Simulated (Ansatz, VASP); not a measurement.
**One calculation of InHO2, two programs**

File POSCAR:

```
InHO2
1.0
    5.3935100000      0.0000000000      0.0000000000
    0.0000000000      5.3935100000      0.0000000000
    0.0000000000      0.0000000000      5.3935100000
In H O
4 4 8
Direct
    0.5000000000      0.5000000000      0.0000000000
    0.5000000000      0.0000000000      0.5000000000
    0.0000000000      0.5000000000      0.5000000000
    0.0000000000      0.0000000000      0.0000000000
    0.0000000000      0.0000000000      0.5000000000
    0.0000000000      0.5000000000      0.0000000000
    0.5000000000      0.0000000000      0.0000000000
    0.5000000000      0.5000000000      0.5000000000
    0.1300400000      0.8699600000      0.3699600000
    0.8699600000      0.3699600000      0.1300400000
    0.3699600000      0.1300400000      0.8699600000
    0.6300400000      0.6300400000      0.6300400000
    0.8699600000      0.1300400000      0.6300400000
    0.1300400000      0.6300400000      0.8699600000
    0.6300400000      0.8699600000      0.1300400000
    0.3699600000      0.3699600000      0.3699600000
```

File INCAR.step1:

```
SYSTEM = InHO2
ALGO = Normal
EDIFF = 1E-4
ENCUT = 520
GGA = PE
ISMEAR = 0
LASPH = .True.
LCHARG = .False.
LREAL = Auto
LWAVE = .True.
NBANDS = 66
NELM = 60
PREC = Accurate
SIGMA = 0.01
```

File INCAR.step2:

```
SYSTEM = InHO2
ALGO = Normal
EDIFF = 1E-7
ENCUT = 520
ISIF = 2
ISMEAR = 0
ISTART = 1
LASPH = .True.
LCHARG = .False.
LMIXTAU = .True.
LREAL = Auto
LWAVE = .False.
METAGGA = R2SCAN
NBANDS = 66
NELM = 60
PREC = Accurate
SIGMA = 0.01
```

The input KPOINTS:

```
k-points
0
Gamma
  3 3 3
  0 0 0
```

Input for Ansatz:

```yaml
crystal:
  lattice:
    - [5.39351, 0.0, 0.0]
    - [0.0, 5.39351, 0.0]
    - [0.0, 0.0, 5.39351]
  atoms:
    - { symbol: In, position: [0.5, 0.5, 0.0] }
    - { symbol: In, position: [0.5, 0.0, 0.5] }
    - { symbol: In, position: [0.0, 0.5, 0.5] }
    - { symbol: In, position: [0.0, 0.0, 0.0] }
    - { symbol: H, position: [0.0, 0.0, 0.5] }
    - { symbol: H, position: [0.0, 0.5, 0.0] }
    - { symbol: H, position: [0.5, 0.0, 0.0] }
    - { symbol: H, position: [0.5, 0.5, 0.5] }
    - { symbol: O, position: [0.13004, 0.86996, 0.36996] }
    - { symbol: O, position: [0.86996, 0.36996, 0.13004] }
    - { symbol: O, position: [0.36996, 0.13004, 0.86996] }
    - { symbol: O, position: [0.63004, 0.63004, 0.63004] }
    - { symbol: O, position: [0.86996, 0.13004, 0.63004] }
    - { symbol: O, position: [0.13004, 0.63004, 0.86996] }
    - { symbol: O, position: [0.63004, 0.86996, 0.13004] }
    - { symbol: O, position: [0.36996, 0.36996, 0.36996] }
kpoints:
  mp_grid: { grid: [3, 3, 3] }
hamiltonian:
  xc: r2scan
  pseudopotentials: { kind: paw }
scf:
  occupations: { method: fixed }
output:
  write_density: true
  write_potential: true
  volumetric_format: npy
  elf: true
  eigenvalues: true
```

Alike in both runs: task single point; functional r2SCAN; k mesh 3 × 3 × 3; no spin polarisation.

```csv
,VASP,Ansatz
version,VASP 6.6.1,Ansatz 0.2.0
potentials or method,"VASP PAW PBE potentials, release 64 (In_d, H, O)","plane waves, PAW"
plane-wave cutoff (eV),520,500
occupations,"gaussian, width 0.01 eV",fixed
valence electrons in the cell,104,104
```

|  | VASP | Ansatz | Ansatz less VASP |
| --- | --- | --- | --- |
| gap on the k mesh at the Fermi level (eV) | 2.12 | 2.11 | -0.009 |

VASP's potentials were made for PBE, not for r2SCAN.
